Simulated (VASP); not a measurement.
A run of VASP 6.6.1 is set up as follows.

File INCAR:

```
SYSTEM = CaO
PREC = Accurate
ENCUT = 520
EDIFF = 1E-6
ISMEAR = -1
SIGMA = 0.02
LREAL = .FALSE.
LASPH = .TRUE.
NELM = 60
ALGO = Normal
ISIF = 2
LWAVE = .FALSE.
LCHARG = .FALSE.
GGA = PE
NBANDS = 24
```

File KPOINTS:

```
Automatic mesh
0
G
  12 12 6
  0 0 0
```

The input POSCAR:

```
CaO
1.0
    3.8813170469      0.0000000000      0.0000000000
   -1.9406585234      3.3613191627      0.0000000000
    0.0000000000      0.0000000000      4.6511829651
Ca O
2 2
Direct
    0.3333333333      0.6666666667     -0.0625000000
    0.6666666667      0.3333333333      0.4375000000
    0.3333333333      0.6666666667      0.4375000000
    0.6666666667      0.3333333333      0.9375000000
```

Potentials or basis: VASP PAW PBE potentials, release 64 (Ca_sv, O).

The run is started by

```sh
$ cat potpaw_PBE.64/Ca_sv/POTCAR potpaw_PBE.64/O/POTCAR > POTCAR
$ mpirun -np 1 vasp_std > vasp.out
```

Problem. Predict the pressure.

Solution. 10.8 GPa.

Problem. Predict the band gap on the k mesh.

Solution. 3.46 eV.

Stress tensor (GPa, compression positive):
```
10.22  0.00  0.00
 0.00 10.22  0.00
 0.00  0.00 11.88
```

Caveat: the cell differs from its parent crystal (strain -2.5%); the cell stands under pressure; the structure was generated, so it needn't be the stable form of CaO. A k mesh can miss the band edges.
